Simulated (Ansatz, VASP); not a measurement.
One calculation of Ni, two programs

```
Ni
1.0
    -1.38372    1.38372    1.38372
     1.38372   -1.38372    1.38372
     1.38372    1.38372   -1.38372
Ni
1
Direct
  0.00000 0.00000 0.00000
```

Alike in both runs: task relaxation of cell and atoms; functional LDA; k mesh 13 × 13 × 13; occupations fermi-dirac, width 0.05 eV; collinear spin.

|  | VASP | Ansatz |
| --- | --- | --- |
| version | VASP 6.6.1 | Ansatz 0.2.0 |
| potentials or method | VASP PAW LDA potentials, release 64 (Ni) | Ansatz PAW |
| plane-wave cutoff (eV) | 600 | 420 |
| valence electrons in the cell | 10 | 18 |

|  | VASP | Ansatz | Ansatz less VASP |
| --- | --- | --- | --- |
| gap on the k mesh at the Fermi level, each at its own relaxed structure (eV) | none | none | - |
| net moment per atom (μB) | 0.00 | 0.24 | +0.243 |
| size of the moment on the site where the two differ most (μB) | 0.00 | 0.25 | +0.252 |
| relaxed volume (Å³/atom) | 10.04 | 10.06 | +0.018 |
| relaxed length of the cell vector where the two differ most in proportion (Å) | 2.354 | 2.355 | +0.0014 |

The net moments are unlike, so the other rows may belong to different states. LDA's correlation is that of Perdew and Zunger in VASP and of Perdew and Wang (1992) in Ansatz. Site moments also hang on the region over which each program counts them. A gap of «none» marks a metal or a gap that the smearing closes. VASP's potentials hold 10 valence electrons a cell and Ansatz's 18, so a difference there can come from the potentials and not from the codes.

Noted on Ansatz's run: the plane-wave basis is chosen anew once the cell has moved, so the energies of steps on either side of that aren't comparable.
